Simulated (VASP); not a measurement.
# SiO2 (P4_2/mnm) in VASP: a series of runs

SiO2 is run at these levels: PBE; tasks: single point.

All numbers are computed with VASP 6.6.1; they aren't measurements. Logs are shortened: lines on timing, memory, paths and dates and some standing lists are left out, and cuts for length are marked.

### 1 The cell of the first run

The structure is tetragonal, space group P4_2/mnm (No. 136). The conventional cell has a = 4.467 Å, b = 4.467 Å, c = 2.515 Å, α = 90.00°, β = 90.00°, γ = 90.00°. Within 2.3 Å of Si (site symmetry mmm) lie 6 O at 1.75 to 1.94 Å. O (site symmetry m2m) has 3 Si at 1.75 to 1.94 Å within 2.3 Å.

### 2 Single point, PBE (volume 8.365 Å^3 an atom, c/a of the conventional cell 0.5629)

File INCAR:

```
SYSTEM = SiO2
  ALGO = Normal
  EDIFF = 1E-7
  ENCUT = 520
  GGA = PE
  ISIF = 2
  ISMEAR = 0
  LASPH = .True.
  LCHARG = .True.
  LELF = .True.
  LREAL = .False.
  LVHAR = .True.
  LWAVE = .False.
  NBANDS = 25
  NELM = 80
  PREC = Accurate
  SIGMA = 0.05
```

File KPOINTS:

```
k-points
0
Gamma
  6 6 10
  0 0 0
```

File POSCAR:

```
SiO2
1.0
    4.4674734721      0.0000000000      0.0000000000
    0.0000000000      4.4674734721      0.0000000000
    0.0000000000      0.0000000000      2.5147408174
Si O
2 4
Direct
    0.5000000000      0.5000000000      0.5000000000
    0.0000000000      0.0000000000      0.0000000000
    0.6930127928      0.6930127928      0.0000000000
    0.1930127928      0.8069872072      0.5000000000
    0.3069872072      0.3069872072      0.0000000000
    0.8069872072      0.1930127928      0.5000000000
```

Potentials or basis: VASP PAW PBE potentials, release 64 (Si, O).

Command:

```console
$ cat potpaw_PBE.64/Si/POTCAR potpaw_PBE.64/O/POTCAR > POTCAR
$ mpirun -np 1 vasp_std > vasp.out
```

OUTCAR:

```text
SYSTEM = SiO2
   EDIFF = 1E-7
   ENCUT = 520
   GGA = PE
   ISIF = 2
   ISMEAR = 0
   LASPH = .True.
   LREAL = .False.
   NELM = 80
   PREC = Accurate

 ion  position               nearest neighbor table
   1  0.500  0.500  0.500-   3 1.75   5 1.75   3 1.75   5 1.75   4 1.94   6 1.94
   2  0.000  0.000  0.000-   4 1.75   6 1.75   4 1.75   6 1.75   5 1.94   3 1.94
   3  0.693  0.693  0.000-   1 1.75   1 1.75   2 1.94
   4  0.193  0.807  0.500-   2 1.75   2 1.75   1 1.94
   5  0.307  0.307  0.000-   1 1.75   1 1.75   2 1.94
   6  0.807  0.193  0.500-   2 1.75   2 1.75   1 1.94

  LATTYP: Found a simple tetragonal cell.
 ALAT       =     4.4674734721
 C/A-ratio  =     0.5629000000

  Lattice vectors:

 A1 = (   4.4674734721,   0.0000000000,   0.0000000000)
 A2 = (   0.0000000000,   4.4674734721,   0.0000000000)
 A3 = (   0.0000000000,   0.0000000000,   2.5147408174)

Analysis of symmetry for initial positions (statically):
=====================================================================
 Subroutine PRICEL returns:
 Original cell was already a primitive cell.

 Routine SETGRP: Setting up the symmetry group for a
 simple tetragonal supercell.

 Subroutine GETGRP returns: Found 16 space group operations
 (whereof  8 operations were pure point group operations)
 out of a pool of 16 trial point group operations.

The static configuration has the point symmetry D_2h.
 The point group associated with its full space group is D_4h.

Analysis of symmetry for dynamics (positions and initial velocities):
=====================================================================
 Subroutine PRICEL returns:
 Original cell was already a primitive cell.

 Routine SETGRP: Setting up the symmetry group for a
 simple tetragonal supercell.

 Subroutine GETGRP returns: Found 16 space group operations
 (whereof  8 operations were pure point group operations)
 out of a pool of 16 trial point group operations.

The dynamic configuration has the point symmetry D_2h.
 The point group associated with its full space group is D_4h.

 Subroutine INISYM returns: Found 16 space group operations
 (whereof  8 operations are pure point group operations),
 and found     1 'primitive' translations

----------------------------------------------------------------------------------------

                                     Primitive cell
[... 95 lines left out ...]
   LSORBIT =      F    spin-orbit coupling
   LASPH  =      T    aspherical Exc in radial PAW
   ENCUT  =  520.0 eV  38.22 Ry    6.18 a.u.   8.31  8.31  4.68*2*pi/ulx,y,z
   NELM   =     80;   NELMIN=  2; NELMDL= -5     # of ELM steps
   EDIFF  = 0.1E-06   stopping-criterion for ELM
   LREAL  =      F    real-space projection
   EDIFFG = 0.1E-05   stopping-criterion for IOM
   NSW    =      0    number of steps for IOM
   IBRION =     -1    ionic relax: 0-MD 1-quasi-New 2-CG
   NFREE  =      0    steps in history (QN), initial steepest desc. (CG)
   ISIF   =      2    stress and relaxation
   ISYM   =      2    0-nonsym 1-usesym 2-fastsym
   POTIM  = 0.5000    time-step for ionic-motion
   TEBEG  =    0.0;   TEEND  =   0.0 temperature during run
   PSTRESS=    0.0 pullay stress
   NELECT =      32.0000    total number of electrons
   NUPDOWN=      -1.0000    fix difference up-down
   EMIN   =  10.00;   EMAX   =-10.00  energy-range for DOS
   EFERMI =   0.00;   METHOD = LEGACY
   ISMEAR =     0;   SIGMA  =   0.05  broadening in eV -4-tet -1-fermi 0-gaus
   EFERMI_NEDOS =   21; number of points for ismear=-14 and -15
   IALGO  =     38    algorithm
   IMIX   =      4    mixing-type and parameters
     AMIX     =   0.40;   BMIX     =  1.00
     AMIX_MAG =   1.60;   BMIX_MAG =  1.00
  volume/ion in A,a.u.               =       8.36        56.45
  Fermi-wavevector in a.u.,A,eV,Ry     =   1.409026  2.662674 27.012395  1.985355
  Thomas-Fermi vector in A             =   2.531124
   LORBIT       =      0    0 simple, 1 ext, 2 COOP (PROOUT), +10 PAW based schemes
   GGA     = PE    functional components
   LHFCALC =     F    Hartree Fock is set to
   AEXX    =    0.0000 exact exchange contribution
   IVDW    =     0    specifies the selected vdW correction
   LEPSILON=     F    determine dielectric tensor
   LRPA    =     F    only Hartree local field effects (RPA)
 non-spin polarized calculation
 Gauss-broadening in eV      SIGMA  =   0.05
  energy-cutoff  :      520.00
  volume of cell :       50.19
 maximum number of plane-waves:      1381
 NGX is ok and might be reduce to    36
   NGX = 17   NGY = 17   NGZ =  9

 number of electron      31.9999997 magnetization

 Free energy of the ion-electron system (eV)
  ---------------------------------------------------
  ext. energy  EPLUGINS =         0.00000000
  ---------------------------------------------------
  free energy    TOTEN  =       -45.62668860 eV

  energy without entropy =      -45.62668860  energy(sigma->0) =      -45.62668860

 E-fermi :   7.1208     XC(G=0): -11.8272

 val. band max:        6.8922729024   @ k =   0.0000   0.0000   0.0000
 cond. band min:      11.5294614226   @ k =   0.0000   0.0000   0.0000
 fundamental gap:      4.6371885202
 Fermi energy:         7.1207642346

 k-point     1 :       0.0000    0.0000    0.0000
  band No.  band energies     occupation
      1     -14.8790      2.00000
      2     -11.9212      2.00000
      3     -11.8488      2.00000
      4     -11.8488      2.00000
      5      -3.3755      2.00000
      6       0.5292      2.00000
[... 661 lines left out ...]
     24      20.8370      0.00000
     25      20.8804      0.00000

 [... further k-points ...]
[... 5 lines left out ...]
  --------------------------------------------------------------------------------------
  -------------------------------------------------------------------------------------
  Total       -6.3901461     -6.3901461     10.8332297      0.0000000      0.0000000      0.0000000
  in kB     -203.9877893   -203.9877893    345.8209812      0.0000000      0.0000000      0.0000000
  external PRESSURE =     -20.7181991 kB  Pullay stress =       0.0000000 kB

 VOLUME and BASIS-vectors are now :
 -----------------------------------------------------------------------------
  energy-cutoff  :      520.00
  volume of cell :       50.19
      direct lattice vectors                 reciprocal lattice vectors
     4.467473472  0.000000000  0.000000000     0.223840165  0.000000000  0.000000000
     0.000000000  4.467473472  0.000000000     0.000000000  0.223840165  0.000000000
     0.000000000  0.000000000  2.514740817     0.000000000  0.000000000  0.397655294

 POSITION                                       TOTAL-FORCE (eV/Angst)
 -----------------------------------------------------------------------------------
      2.23374      2.23374      1.25737         0.000000      0.000000      0.000000
      0.00000      0.00000      0.00000         0.000000      0.000000      0.000000
      3.09602      3.09602      0.00000        -0.905151     -0.905151     -0.000000
      0.86228      3.60519      1.25737        -0.905151      0.905151      0.000000
      1.37146      1.37146      0.00000         0.905151      0.905151      0.000000
      3.60519      0.86228      1.25737         0.905151     -0.905151     -0.000000
 -----------------------------------------------------------------------------------
    total drift:                                0.000000      0.000000     -0.000000

  FREE ENERGIE OF THE ION-ELECTRON SYSTEM (eV)
  ---------------------------------------------------
  free  energy   TOTEN  =       -45.6266885986 eV

  energy  without entropy=      -45.6266885986  energy(sigma->0) =      -45.62668860
```

OSZICAR:

```text
N       E                     dE             d eps       ncg     rms          rms(c)
DAV:   1     0.137591987263E+03    0.13759E+03   -0.17396E+04  3016   0.122E+03
DAV:   2    -0.426232660144E+02   -0.18022E+03   -0.17157E+03  3788   0.275E+02
DAV:   3    -0.501039298625E+02   -0.74807E+01   -0.74415E+01  3982   0.537E+01
DAV:   4    -0.501568714947E+02   -0.52942E-01   -0.52919E-01  3539   0.524E+00
DAV:   5    -0.501573143015E+02   -0.44281E-03   -0.44273E-03  3965   0.462E-01    0.169E+01
DAV:   6    -0.455696151901E+02    0.45877E+01   -0.12804E+01  3743   0.242E+01    0.767E+00
DAV:   7    -0.456149252379E+02   -0.45310E-01   -0.80504E-01  3838   0.502E+00    0.288E+00
DAV:   8    -0.456212994688E+02   -0.63742E-02   -0.30757E-02  3679   0.151E+00    0.106E+00
DAV:   9    -0.456264868930E+02   -0.51874E-02   -0.10738E-02  3846   0.854E-01    0.263E-01
DAV:  10    -0.456266990488E+02   -0.21216E-03   -0.66895E-04  3775   0.189E-01    0.522E-02
DAV:  11    -0.456266868166E+02    0.12232E-04   -0.98526E-05  3859   0.746E-02    0.132E-02
DAV:  12    -0.456266881916E+02   -0.13750E-05   -0.59691E-06  3715   0.179E-02    0.498E-03
DAV:  13    -0.456266886360E+02   -0.44447E-06   -0.12050E-06  3950   0.766E-03    0.381E-03
DAV:  14    -0.456266885986E+02    0.37444E-07   -0.62804E-08  2627   0.182E-03
   1 F= -.45626689E+02 E0= -.45626689E+02  d E =-.667859E-13
```

stdout:

```text
POSCAR found type information on POSCAR SiO
 POSCAR found :  2 types and       6 ions
 scaLAPACK will be used
 LDA part: xc-table for (Slater+PW92), standard interpolation
 POSCAR, INCAR and KPOINTS ok, starting setup
 FFT: planning ... GRIDC
 FFT: planning ... GRID_SOFT
 FFT: planning ... GRID
 WAVECAR not read
 entering main loop
```

Wall time 38 s (1 thread of AMD EPYC 9R45 (Zen 5), shared host); peak memory 0.16 GiB.

What came out:

```
Free energy            : -45.6267 eV
Pressure               : -2.1 GPa
Largest force          : 1.280 eV/Å
Band gap on the k mesh : 4.64 eV, direct
```

Forces on the atoms (eV/Å):
```
Si   0.000  0.000  0.000
Si   0.000  0.000  0.000
O   -0.905 -0.905  0.000
O   -0.905  0.905  0.000
O    0.905  0.905  0.000
O    0.905 -0.905  0.000
```

Stress tensor (GPa, compression positive):
```
-20.40   0.00   0.00
  0.00 -20.40   0.00
  0.00   0.00  34.58
```

Caveat: forces of over 1 eV/Å act on the atoms, so gaps and moduli don't describe the material at rest.

(Continued in part 2 of 2.)
